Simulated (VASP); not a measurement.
Runs of VASP 6.6.1 on KI. The structure is that of space group Pm-3m (No. 221), or close to it. The cells are those of the table. 

```csv
level,cell,k mesh,cutoff (eV),smearing,grid for exact exchange (PRECFOCK),share of exact exchange,screening parameter,gap on the mesh (eV),pressure (GPa)
PBE,"a = 4.452, b = 4.452, c = 4.268 Å, 2 atoms",6 × 6 × 6,500,fermi-dirac 0.02 eV,-,-,-,(c),(b)
r2SCAN,"a = 4.452, b = 4.452, c = 4.268 Å, 2 atoms",6 × 6 × 6,550,gaussian 0.01 eV,-,-,-,3.68,-0.8
r2SCAN,"a = 4.228, b = 4.291, c = 4.291 Å, 2 atoms",6 × 6 × 6,550,gaussian 0.01 eV,-,-,-,(a),0.2
HSE06,"a = 4.228, b = 4.291, c = 4.291 Å, 2 atoms",4 × 4 × 4,400,gaussian 0.01 eV,Normal,0.25,0.2079 1/Å,4.28,0.5
```

Alike in all rows: task single point; potentials or basis VASP PAW PBE potentials, release 64 (K_sv, I); no spin polarisation.

Q: Estimate the missing entries.

A: (a) 4.02; (b) -0.3; (c) 3.00.

Caveats: spin-orbit coupling is left out, which moves the levels of the heavy elements; the PAW data sets were made with another functional, which shifts forces and pressure a little (at least some runs).

A k mesh can miss the band edges, and the runs leave out spin-orbit coupling on I.
